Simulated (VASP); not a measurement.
# TiPt3 (Pm-3m) in VASP: single point with PBEsol

Aim: the single point of TiPt3 with PBEsol.

Everything below comes from runs of VASP 6.6.1. Logs are shortened: lines on timing, memory, paths and dates and some standing lists are left out, and cuts for length are marked.

## (1) The cell of the first run

The structure is cubic, space group Pm-3m (No. 221). The conventional cell has a = 3.899 Å, b = 3.899 Å, c = 3.899 Å, α = 90.00°, β = 90.00°, γ = 90.00°. Ti (site symmetry m-3m) has 12 Pt at 2.76 Å within 3.6 Å. Within 3.6 Å of Pt (site symmetry 4/mmm) lie 4 Ti at 2.76 Å and 8 Pt at 2.76 Å.

## (2) Single point, PBEsol

POSCAR reads:

```
TiPt3
1.0
    3.8993537252      0.0000000000      0.0000000000
    0.0000000000      3.8993537252      0.0000000000
    0.0000000000      0.0000000000      3.8993537252
Ti Pt
1 3
Direct
    0.0000000000      0.0000000000      0.0000000000
    0.0000000000      0.5000000000      0.5000000000
    0.5000000000      0.0000000000      0.5000000000
    0.5000000000      0.5000000000      0.0000000000
```

INCAR.step1 reads:

```
SYSTEM = TiPt3
  ALGO = Fast
  EDIFF = 1E-6
  ENCUT = 520
  GGA = PS
  ISIF = 2
  ISMEAR = 0
  LASPH = .TRUE.
  LCHARG = .TRUE.
  LMAXMIX = 4
  LREAL = .FALSE.
  LWAVE = .FALSE.
  NBANDS = 29
  NELM = 60
  PREC = Accurate
  SIGMA = 0.1
```

KPOINTS.step1 reads:

```
k-points
0
G
  12 12 12
  0 0 0
```

INCAR.step2 reads:

```
SYSTEM = TiPt3
  ALGO = Fast
  EDIFF = 1E-6
  ENCUT = 520
  GGA = PS
  ICHARG = 11
  ISIF = 2
  ISMEAR = -5
  LASPH = .TRUE.
  LCHARG = .FALSE.
  LMAXMIX = 4
  LORBIT = 11
  LREAL = .FALSE.
  LWAVE = .FALSE.
  NBANDS = 29
  NEDOS = 2001
  NELM = 60
  PREC = Accurate
  SIGMA = 0.1
```

KPOINTS.step2 reads:

```
k-points
0
G
  18 18 18
  0 0 0
```

Potentials or basis: VASP PAW PBE potentials, release 64 (Ti_sv, Pt).

Command:

```bash
$ cat potpaw_PBE.64/Ti_sv/POTCAR potpaw_PBE.64/Pt/POTCAR > POTCAR
$ cp INCAR.step1 INCAR
$ cp KPOINTS.step1 KPOINTS
$ mpirun -np 1 vasp_std > vasp.out
$ cp INCAR.step2 INCAR
$ cp KPOINTS.step2 KPOINTS
$ mpirun -np 1 vasp_std > vasp.out
```

OUTCAR:

```text
SYSTEM = TiPt3
   EDIFF = 1E-6
   ENCUT = 520
   GGA = PS
   ICHARG = 11
   ISIF = 2
   ISMEAR = -5
   LASPH = .TRUE.
   LORBIT = 11
   LREAL = .FALSE.
   NELM = 60
   PREC = Accurate

 ion  position               nearest neighbor table
   1  0.000  0.000  0.000-   2 2.76   3 2.76   4 2.76   2 2.76   3 2.76   2 2.76   4 2.76   2 2.76
                             3 2.76   4 2.76   3 2.76   4 2.76
   2  0.000  0.500  0.500-   1 2.76   3 2.76   4 2.76   1 2.76   4 2.76   1 2.76   3 2.76   1 2.76
                             3 2.76   4 2.76   4 2.76   3 2.76
   3  0.500  0.000  0.500-   1 2.76   2 2.76   4 2.76   1 2.76   4 2.76   2 2.76   4 2.76   4 2.76
                             1 2.76   2 2.76   1 2.76   2 2.76
   4  0.500  0.500  0.000-   1 2.76   2 2.76   3 2.76   2 2.76   3 2.76   1 2.76   3 2.76   3 2.76
                             1 2.76   2 2.76   2 2.76   1 2.76

  LATTYP: Found a simple cubic cell.
 ALAT       =     3.8993537252

  Lattice vectors:

 A1 = (   3.8993537252,   0.0000000000,   0.0000000000)
 A2 = (   0.0000000000,   3.8993537252,   0.0000000000)
 A3 = (   0.0000000000,   0.0000000000,   3.8993537252)

Analysis of symmetry for initial positions (statically):
=====================================================================
 Subroutine PRICEL returns:
 Original cell was already a primitive cell.

 Routine SETGRP: Setting up the symmetry group for a
 simple cubic supercell.

 Subroutine GETGRP returns: Found 48 space group operations
 (whereof 48 operations were pure point group operations)
 out of a pool of 48 trial point group operations.

The static configuration has the point symmetry O_h .

Analysis of symmetry for dynamics (positions and initial velocities):
=====================================================================
 Subroutine PRICEL returns:
 Original cell was already a primitive cell.

 Routine SETGRP: Setting up the symmetry group for a
 simple cubic supercell.

 Subroutine GETGRP returns: Found 48 space group operations
 (whereof 48 operations were pure point group operations)
 out of a pool of 48 trial point group operations.

The dynamic configuration has the point symmetry O_h .

 Subroutine INISYM returns: Found 48 space group operations
 (whereof 48 operations are pure point group operations),
 and found     1 'primitive' translations

----------------------------------------------------------------------------------------

                                     Primitive cell
[... 107 lines left out ...]
   PSTRESS=    0.0 pullay stress
   NELECT =      42.0000    total number of electrons
   NUPDOWN=      -1.0000    fix difference up-down
   EMIN   =  10.00;   EMAX   =-10.00  energy-range for DOS
   EFERMI =   0.00;   METHOD = LEGACY
   ISMEAR =    -5;   SIGMA  =   0.10  broadening in eV -4-tet -1-fermi 0-gaus
   EFERMI_NEDOS =   21; number of points for ismear=-14 and -15
   IALGO  =     68    algorithm
   IMIX   =      4    mixing-type and parameters
     AMIX     =   0.40;   BMIX     =  1.00
     AMIX_MAG =   1.60;   BMIX_MAG =  1.00
  volume/ion in A,a.u.               =      14.82       100.03
  Fermi-wavevector in a.u.,A,eV,Ry     =   1.459370  2.757809 28.977139  2.129760
  Thomas-Fermi vector in A             =   2.575945
   LORBIT       =     11    0 simple, 1 ext, 2 COOP (PROOUT), +10 PAW based schemes
   GGA     = PS    functional components
   LHFCALC =     F    Hartree Fock is set to
   AEXX    =    0.0000 exact exchange contribution
   IVDW    =     0    specifies the selected vdW correction
   LEPSILON=     F    determine dielectric tensor
   LRPA    =     F    only Hartree local field effects (RPA)
 non-spin polarized calculation
 RMM-DIIS sequential band-by-band and
 Fermi weights with tetrahedron method with Bloechl corrections
  energy-cutoff  :      520.00
  volume of cell :       59.29
 maximum number of plane-waves:      1628
 NGX is ok and might be reduce to    30

 number of electron      41.9999998 magnetization

 Free energy of the ion-electron system (eV)
  ---------------------------------------------------
  ext. energy  EPLUGINS =         0.00000000
  ---------------------------------------------------
  free energy    TOTEN  =       -32.75915315 eV

  energy without entropy =      -32.75915315  energy(sigma->0) =      -32.75915315

 E-fermi :  11.6641     XC(G=0): -13.4132

 val. band max:       11.7178369176   @ k =   0.3333   0.0000   0.0000
 cond. band min:      11.6513538199   @ k =   0.4444   0.1111   0.1111
 fundamental gap:     -0.0664830977
 Fermi energy:        11.6641202231

 k-point     1 :       0.0000    0.0000    0.0000
  band No.  band energies     occupation
      1     -46.2878      2.00000
      2     -22.6069      2.00000
      3     -22.6069      2.00000
      4     -22.6069      2.00000
      5       1.4028      2.00000
      6       4.2388      2.00000
[... 757 lines left out ...]
     28      17.9291      0.00000
     29      18.6152      0.00000

 [... further k-points ...]

------------------------ aborting loop because EDIFF is reached ----------------------------------------

  FORCE on cell =-STRESS in cart. coord.  units (eV):
  Direction    XX          YY          ZZ          XY          YZ          ZX
  --------------------------------------------------------------------------------------
  -------------------------------------------------------------------------------------
  Total        0.0276261      0.0276261      0.0276261      0.0000000     -0.0000000      0.0000000
  in kB        0.7465386      0.7465386      0.7465386      0.0000000     -0.0000000      0.0000000
  external PRESSURE =       0.7465386 kB  Pullay stress =       0.0000000 kB

 VOLUME and BASIS-vectors are now :
 -----------------------------------------------------------------------------
  energy-cutoff  :      520.00
  volume of cell :       59.29
      direct lattice vectors                 reciprocal lattice vectors
     3.899353725  0.000000000  0.000000000     0.256452754  0.000000000  0.000000000
     0.000000000  3.899353725  0.000000000     0.000000000  0.256452754  0.000000000
     0.000000000  0.000000000  3.899353725     0.000000000  0.000000000  0.256452754

 POSITION                                       TOTAL-FORCE (eV/Angst)
 -----------------------------------------------------------------------------------
      0.00000      0.00000      0.00000         0.000000      0.000000      0.000000
      0.00000      1.94968      1.94968         0.000000      0.000000      0.000000
      1.94968      0.00000      1.94968         0.000000      0.000000      0.000000
      1.94968      1.94968      0.00000         0.000000      0.000000      0.000000
 -----------------------------------------------------------------------------------
    total drift:                                0.000000      0.000000     -0.000000

  FREE ENERGIE OF THE ION-ELECTRON SYSTEM (eV)
  ---------------------------------------------------
  free  energy   TOTEN  =       -32.7591531458 eV

  energy  without entropy=      -32.7591531458  energy(sigma->0) =      -32.75915315

 total charge

# of ion       s       p       d       tot
------------------------------------------
    1        2.215   6.164   1.788  10.167
    2        0.695   0.681   8.066   9.442
    3        0.695   0.681   8.066   9.442
    4        0.695   0.681   8.066   9.442
--------------------------------------------------
tot          4.301   8.206  25.986  38.493
```

Run time: 21 min. Hardware: 1 thread of Intel Xeon 8259CL, shared host; peak memory 0.42 GiB.

What came out:

| Quantity | Value |
| --- | --- |
| Valence electrons inside the program's atomic spheres | Ti 10.17; Pt 9.44 |

Caveat: the PAW data sets were made with another functional, which shifts forces and pressure a little; spin-orbit coupling is left out, which moves the levels of the heavy elements.
